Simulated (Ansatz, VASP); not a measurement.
One calculation of AlN, two programs

File INCAR:

```
PREC = Accurate ; ENCUT = 520
EDIFF = 1E-7 ; ISMEAR = 0
SIGMA = 0.02 ; LREAL = F
LASPH = T ; NELM = 100
ALGO = Normal ; ISIF = 2
LWAVE = F ; LCHARG = F
GGA = PE ; IBRION = 2
NSW = 60 ; EDIFFG = -0.008
```

KPOINTS

```
regular mesh
0
Gamma
  12 12 6
```

The input POSCAR:

```
AlN
1.0
    3.2710677987      0.0000000000      0.0000000000
   -1.6355338993      2.8328278112      0.0000000000
    0.0000000000      0.0000000000      5.2438552721
Al N
2 2
Direct
    0.6666666667      0.3333333333      0.4995288840
    0.3333333333      0.6666666667      0.9995288840
    0.6666666667      0.3333333333      0.8804711160
    0.3333333333      0.6666666667      0.3804711160
```

Input for Ansatz:

```yaml
crystal:
  lattice:
    - [3.2710677987, 0.0, 0.0]
    - [-1.6355338993, 2.8328278112, 0.0]
    - [0.0, 0.0, 5.2438552721]
  atoms:
    - { symbol: Al, position: [0.6666666667, 0.3333333333, 0.499528884] }
    - { symbol: Al, position: [0.3333333333, 0.6666666667, 0.999528884] }
    - { symbol: "N", position: [0.6666666667, 0.3333333333, 0.880471116] }
    - { symbol: "N", position: [0.3333333333, 0.6666666667, 0.380471116] }
basis:
  ecutwfc: 420
kpoints:
  mp_grid: { grid: [12, 12, 6] }
hamiltonian:
  xc: pbe
scf:
  occupations: { method: gaussian, width: 0.02 }
output:
  forces: true
  stress: true
  eigenvalues: true
relax:
  adjacent_minimum: "off"
  f_tol: 0.008
  max_steps: 40
```

Change from the starting cell: equal strain along all axes, cell held, atoms relaxed: +4.5 %.

Alike in both runs: task relaxation of the atoms; functional PBE; k mesh 12 × 12 × 6; occupations gaussian, width 0.02 eV; no spin polarisation.

```csv
,VASP,Ansatz
version,VASP 6.6.1,Ansatz 0.2.0
potentials or method,"VASP PAW PBE potentials, release 64 (Al, N), cutoff 520 eV","scalar-relativistic, plane waves, PAW"
valence electrons in the cell,16,16
```

```tsv
	VASP	Ansatz	Ansatz less VASP
gap on the k mesh at the Fermi level, each at its own relaxed structure (eV)	2.95	2.95	-0.001
```

Ansatz's warnings: stress scf threshold loose.
